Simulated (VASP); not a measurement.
MoS2: single point with PBEsol

Crystal: MoS2.

```xyz
6
Lattice="3.1989 0.0000 0.0000 -1.5994 2.7703 0.0000 0.0000 0.0000 10.6696" Properties=species:S:1:pos:R:3 pbc="T T T"
Mo    0.0000    1.8469    2.6674
Mo    1.5994    0.9234    8.0022
S     0.0000    1.8469    6.6791
S     1.5994    0.9234    1.3443
S     0.0000    1.8469    9.3253
S     1.5994    0.9234    3.9905
```

This cell differs from its parent crystal: volume 15.759 Å^3 an atom, c/a of the conventional cell 3.3354.

```
Program             : VASP 6.6.1
Task                : single point
Functional          : PBEsol
Potentials or basis : VASP PAW PBE potentials, release 64 (Mo_sv, S)
Cutoff              : 520 eV
k mesh              : 12 × 12 × 4
Occupations         : methfessel-paxton, width 0.2 eV
Spin                : no spin polarisation
```

- Pressure: 27.7 GPa
- Largest force: 4.742 eV/Å
- Band gap on the k mesh: zero (band 26 reaches 10.35 eV, above the bottom of band 27 at 9.07 eV)

Forces in eV/Å, atoms in the order of the input:
```
Mo   0.000  0.000  0.000
Mo   0.000  0.000  0.000
S    0.000  0.000 -4.742
S    0.000  0.000 -4.742
S    0.000  0.000  4.742
S    0.000  0.000  4.742
```

Stress tensor (GPa, compression positive):
```
16.94  0.00  0.00
 0.00 16.94  0.00
 0.00  0.00 49.29
```

Levels at points of the mesh, in eV from the Fermi level:
```tsv
k point	band 23	band 24	band 25	band 26	band 27	band 28	band 29	band 30
(0.00, 0.00, 0.00)	-3.32	-0.46	0.18	0.85	1.68	1.68	1.72	1.72
(0.50, 0.00, 0.00)	-2.47	-2.19	-1.94	-1.50	0.75	0.91	1.30	1.37
(0.00, 0.00, 0.50)	-2.00	-2.00	0.73	0.73	1.69	1.69	1.69	1.69
(0.50, 0.00, 0.50)	-2.43	-2.43	-1.63	-1.63	0.82	0.82	1.34	1.34
```

Run time: 110 s on 1 thread of Intel(R) Xeon(R) Platinum 8488C (Sapphire Rapids), with other jobs on the host, peak memory 0.29 GiB.

Caveat: the PAW data sets were made with another functional, which shifts forces and pressure a little.
